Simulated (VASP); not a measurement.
# La (Pm-3m) in VASP: single point with LDA

Aim: the single point of La with LDA.

Program: VASP 6.6.1. These are calculated values, not measurements. Logs are shortened: lines on timing, memory, paths and dates and some standing lists are left out, and cuts for length are marked.

## (1) The cell of the first run

The structure is cubic, space group Pm-3m (No. 221). Conventional cell: a = 4.267 Å, b = 4.267 Å, c = 4.267 Å, α = 90.00°, β = 90.00°, γ = 90.00°. La (site symmetry m-3m) has 6 La at 4.27 Å within 5.6 Å.

## (2) Single point, LDA

Input file INCAR:

```
SYSTEM = La
ALGO = Normal
EDIFF = 1E-6
ENCUT = 520
ISIF = 2
ISMEAR = 1
LASPH = .TRUE.
LCHARG = .FALSE.
LREAL = .FALSE.
LWAVE = .FALSE.
NBANDS = 12
NELM = 100
PREC = Accurate
SIGMA = 0.15
```

Input file KPOINTS:

```
k-points
0
G
  6 6 6
  0 0 0
```

Input file POSCAR:

```
La
1.0
    4.2669450000      0.0000000000      0.0000000000
    0.0000000000      4.2669450000      0.0000000000
    0.0000000000      0.0000000000      4.2669450000
La
1
Direct
    0.5000000000      0.5000000000      0.5000000000
```

Potentials or basis: VASP PAW LDA potentials, release 64 (La).

On the command line:

```bash
$ cat potpaw_LDA.64/La/POTCAR > POTCAR
$ mpirun -np 1 vasp_std > vasp.out
```

OUTCAR:

```text
SYSTEM = La
   EDIFF = 1E-6
   ENCUT = 520
   ISIF = 2
   ISMEAR = 1
   LASPH = .TRUE.
   LREAL = .FALSE.
   NELM = 100
   PREC = Accurate

 ion  position               nearest neighbor table
   1  0.500  0.500  0.500-

  LATTYP: Found a simple cubic cell.
 ALAT       =     4.2669450000

  Lattice vectors:

 A1 = (   4.2669450000,   0.0000000000,   0.0000000000)
 A2 = (   0.0000000000,   4.2669450000,   0.0000000000)
 A3 = (   0.0000000000,   0.0000000000,   4.2669450000)

Analysis of symmetry for initial positions (statically):
=====================================================================
 Subroutine PRICEL returns:
 Original cell was already a primitive cell.

 Routine SETGRP: Setting up the symmetry group for a
 simple cubic supercell.

 Subroutine GETGRP returns: Found 48 space group operations
 (whereof 48 operations were pure point group operations)
 out of a pool of 48 trial point group operations.

The static configuration has the point symmetry O_h .

Analysis of symmetry for dynamics (positions and initial velocities):
=====================================================================
 Subroutine PRICEL returns:
 Original cell was already a primitive cell.

 Routine SETGRP: Setting up the symmetry group for a
 simple cubic supercell.

 Subroutine GETGRP returns: Found 48 space group operations
 (whereof 48 operations were pure point group operations)
 out of a pool of 48 trial point group operations.

The dynamic configuration has the point symmetry O_h .

 Subroutine INISYM returns: Found 48 space group operations
 (whereof 48 operations are pure point group operations),
 and found     1 'primitive' translations

----------------------------------------------------------------------------------------

                                     Primitive cell

  volume of cell :      77.6875

  direct lattice vectors                    reciprocal lattice vectors
     4.266945000  0.000000000  0.000000000     0.234359712  0.000000000  0.000000000
     0.000000000  4.266945000  0.000000000     0.000000000  0.234359712  0.000000000
     0.000000000  0.000000000  4.266945000     0.000000000  0.000000000  0.234359712

  length of vectors
     4.266945000  4.266945000  4.266945000     0.234359712  0.234359712  0.234359712

  position of ions in fractional coordinates (direct lattice)
     0.500000000  0.500000000  0.500000000

  ion indices of the primitive-cell ions
   primitive index   ion index
                 1           1

----------------------------------------------------------------------------------------

 KPOINTS: k-points

Automatic generation of k-mesh.
 Grid dimensions read from file:
 generate k-points for:    6    6    6

 Generating k-lattice:

  Cartesian coordinates                     Fractional coordinates (reciprocal lattice)
     0.039059952  0.000000000  0.000000000     0.166666667  0.000000000  0.000000000
     0.000000000  0.039059952  0.000000000     0.000000000  0.166666667  0.000000000
     0.000000000  0.000000000  0.039059952     0.000000000  0.000000000  0.166666667

  Length of vectors
     0.039059952  0.039059952  0.039059952

  Shift w.r.t. Gamma in fractional coordinates (k-lattice)
     0.000000000  0.000000000  0.000000000

 Subroutine IBZKPT returns following result:
 ===========================================

 Found     20 irreducible k-points:

 Following reciprocal coordinates:
            Coordinates               Weight
  0.000000  0.000000  0.000000      1.000000
  0.166667  0.000000  0.000000      6.000000
  0.333333  0.000000  0.000000      6.000000
  0.500000  0.000000  0.000000      3.000000
  0.166667  0.166667  0.000000     12.000000
  0.333333  0.166667  0.000000     24.000000
[... 12 lines left out ...]
  0.500000  0.500000  0.333333      6.000000
  0.500000  0.500000  0.500000      1.000000
   k-points           NKPTS =     20   k-points in BZ     NKDIM =     20   number of bands    NBANDS=     12
   number of dos      NEDOS =    301   number of ions     NIONS =      1
   total plane-waves  NPLWV =  32768
   dimension x,y,z NGX =    32 NGY =   32 NGZ =   32
   dimension x,y,z NGXF=    64 NGYF=   64 NGZF=   64
   ions per type =               1
   NGX,Y,Z   is equivalent  to a cutoff of  12.47, 12.47, 12.47 a.u.
   NGXF,Y,Z  is equivalent  to a cutoff of  24.94, 24.94, 24.94 a.u.
 SYSTEM =  La
   PREC   = accura    normal or accurate (medium, high low for compatibility)
   ISTART =      0    job   : 0-new  1-cont  2-samecut
   ICHARG =      2    charge: 1-file 2-atom 10-const
   ISPIN  =      1    spin polarized calculation?
   LNONCOLLINEAR =      F non collinear calculations
   LSORBIT =      F    spin-orbit coupling
   LASPH  =      T    aspherical Exc in radial PAW
   ENCUT  =  520.0 eV  38.22 Ry    6.18 a.u.   7.93  7.93  7.93*2*pi/ulx,y,z
   NELM   =    100;   NELMIN=  2; NELMDL= -5     # of ELM steps
   EDIFF  = 0.1E-05   stopping-criterion for ELM
   LREAL  =      F    real-space projection
   EDIFFG = 0.1E-04   stopping-criterion for IOM
   NSW    =      0    number of steps for IOM
   IBRION =     -1    ionic relax: 0-MD 1-quasi-New 2-CG
   NFREE  =      0    steps in history (QN), initial steepest desc. (CG)
   ISIF   =      2    stress and relaxation
   ISYM   =      2    0-nonsym 1-usesym 2-fastsym
   POTIM  = 0.5000    time-step for ionic-motion
   TEBEG  =    0.0;   TEEND  =   0.0 temperature during run
   PSTRESS=    0.0 pullay stress
   NELECT =      11.0000    total number of electrons
   NUPDOWN=      -1.0000    fix difference up-down
   EMIN   =  10.00;   EMAX   =-10.00  energy-range for DOS
   EFERMI =   0.00;   METHOD = LEGACY
   ISMEAR =     1;   SIGMA  =   0.15  broadening in eV -4-tet -1-fermi 0-gaus
   EFERMI_NEDOS =   21; number of points for ismear=-14 and -15
   IALGO  =     38    algorithm
   IMIX   =      4    mixing-type and parameters
     AMIX     =   0.40;   BMIX     =  1.00
     AMIX_MAG =   1.60;   BMIX_MAG =  1.00
  volume/ion in A,a.u.               =      77.69       524.26
  Fermi-wavevector in a.u.,A,eV,Ry     =   0.853274  1.612455  9.906090  0.728077
  Thomas-Fermi vector in A             =   1.969692
   LORBIT       =      0    0 simple, 1 ext, 2 COOP (PROOUT), +10 PAW based schemes
   GGA     = CA    functional components
   LHFCALC =     F    Hartree Fock is set to
   AEXX    =    0.0000 exact exchange contribution
   IVDW    =     0    specifies the selected vdW correction
   LEPSILON=     F    determine dielectric tensor
   LRPA    =     F    only Hartree local field effects (RPA)
 non-spin polarized calculation
 Methfessel and Paxton  Order N= 1 SIGMA  =   0.15
  energy-cutoff  :      520.00
  volume of cell :       77.69
 maximum number of plane-waves:      2176
 NGX is ok and might be reduce to    32
   NGX = 15   NGY = 15   NGZ = 15

 number of electron      10.9999996 magnetization

 Free energy of the ion-electron system (eV)
  ---------------------------------------------------
  ext. energy  EPLUGINS =         0.00000000
  ---------------------------------------------------
  free energy    TOTEN  =        -3.54131987 eV

  energy without entropy =       -3.59477852  energy(sigma->0) =       -3.55913942

 E-fermi :   2.3082     XC(G=0):  -7.0832

 val. band max:        2.3063014667   @ k =   0.3333   0.1667   0.0000
 cond. band min:       2.3178933821   @ k =   0.5000   0.3333   0.1667
 fundamental gap:      0.0115919154
 Fermi energy:         2.3082122109

 k-point     1 :       0.0000    0.0000    0.0000
  band No.  band energies     occupation
      1     -31.7515      2.00000
      2     -15.2294      2.00000
      3     -15.2294      2.00000
      4     -15.2294      2.00000
      5      -0.1722      2.00000
      6       1.9705      2.00654
      7       1.9705      2.00654
      8       2.5313     -0.05645
      9       2.5313     -0.05645
     10       2.5313     -0.05645
     11       2.5796     -0.02816
     12       2.5796     -0.02816

 k-point     2 :       0.1667    0.0000    0.0000
  band No.  band energies     occupation
      1     -31.7485      2.00000
      2     -15.2824      2.00000
      3     -15.2251      2.00000
      4     -15.2251      2.00000
      5       0.1155      2.00000
      6       2.0368      2.02815
      7       2.1803      2.00468
      8       2.5230     -0.06110
      9       2.5398     -0.05133
     10       2.5398     -0.05132
     11       2.5830     -0.02648
     12       2.5907     -0.02290

 k-point     3 :       0.3333    0.0000    0.0000
  band No.  band energies     occupation
      1     -31.7426      2.00000
      2     -15.3860      2.00000
      3     -15.2164      2.00000
      4     -15.2164      2.00000
      5       0.7731      2.00000
      6       2.1887      1.97838
      7       2.4637     -0.05700
      8       2.4942     -0.07085
      9       2.5518     -0.04392
     10       2.5518     -0.04391
     11       2.5908     -0.02284
     12       2.6306     -0.00959
[... 226 lines left out ...]
 k-point    19 :       0.5000    0.5000    0.3333
  band No.  band energies     occupation
      1     -31.7192      2.00000
      2     -15.3967      2.00000
      3     -15.3967      2.00000
      4     -15.3432      2.00000
      5       2.0302      2.02493
      6       2.3658      0.40050
      7       2.3658      0.40050
      8       2.5084     -0.06774
      9       2.5174     -0.06396
     10       2.5263     -0.05928
     11       2.5263     -0.05928
     12       2.6302     -0.00969

 k-point    20 :       0.5000    0.5000    0.5000
  band No.  band energies     occupation
      1     -31.7164      2.00000
      2     -15.3912      2.00000
      3     -15.3912      2.00000
      4     -15.3912      2.00000
      5       2.2079      1.89712
      6       2.2079      1.89712
      7       2.2079      1.89712
      8       2.4631     -0.05633
      9       2.5210     -0.06214
     10       2.5210     -0.06214
     11       2.5210     -0.06214
     12       2.6260     -0.01069

------------------------ aborting loop because EDIFF is reached ----------------------------------------

  FORCE on cell =-STRESS in cart. coord.  units (eV):
  Direction    XX          YY          ZZ          XY          YZ          ZX
  --------------------------------------------------------------------------------------
  -------------------------------------------------------------------------------------
  Total       -2.9082463     -2.9082463     -2.9082463      0.0000000     -0.0000000      0.0000000
  in kB      -59.9778147    -59.9778147    -59.9778147      0.0000000     -0.0000000      0.0000000
  external PRESSURE =     -59.9778147 kB  Pullay stress =       0.0000000 kB

 VOLUME and BASIS-vectors are now :
 -----------------------------------------------------------------------------
  energy-cutoff  :      520.00
  volume of cell :       77.69
      direct lattice vectors                 reciprocal lattice vectors
     4.266945000  0.000000000  0.000000000     0.234359712  0.000000000  0.000000000
     0.000000000  4.266945000  0.000000000     0.000000000  0.234359712  0.000000000
     0.000000000  0.000000000  4.266945000     0.000000000  0.000000000  0.234359712

 POSITION                                       TOTAL-FORCE (eV/Angst)
 -----------------------------------------------------------------------------------
      2.13347      2.13347      2.13347         0.000000      0.000000      0.000000
 -----------------------------------------------------------------------------------
    total drift:                                0.000000     -0.000000     -0.000000

  FREE ENERGIE OF THE ION-ELECTRON SYSTEM (eV)
  ---------------------------------------------------
  free  energy   TOTEN  =        -3.5413198710 eV

  energy  without entropy=       -3.5947785223  energy(sigma->0) =       -3.55913942
```

Wall time 33 s (1 thread of AMD EPYC 7R13 (Zen 3), shared host); peak memory 0.13 GiB.

Results:

```
Free energy : -3.5413 eV
Pressure    : -6.0 GPa
```

Levels at points of the mesh, in eV from the Fermi level:
```
           k point  band 4  band 5  band 6  band 7  band 8  band 9
(0.00, 0.00, 0.00)  -17.54   -2.48   -0.34   -0.34    0.22    0.22
(0.50, 0.00, 0.00)  -17.52   -1.11   -0.02    0.12    0.15    0.25
(0.50, 0.50, 0.00)  -17.50   -0.65   -0.11    0.16    0.16    0.24
(0.50, 0.50, 0.50)  -17.70   -0.10   -0.10   -0.10    0.15    0.21
```

Caveat: spin-orbit coupling is left out, which moves the levels of the heavy elements.
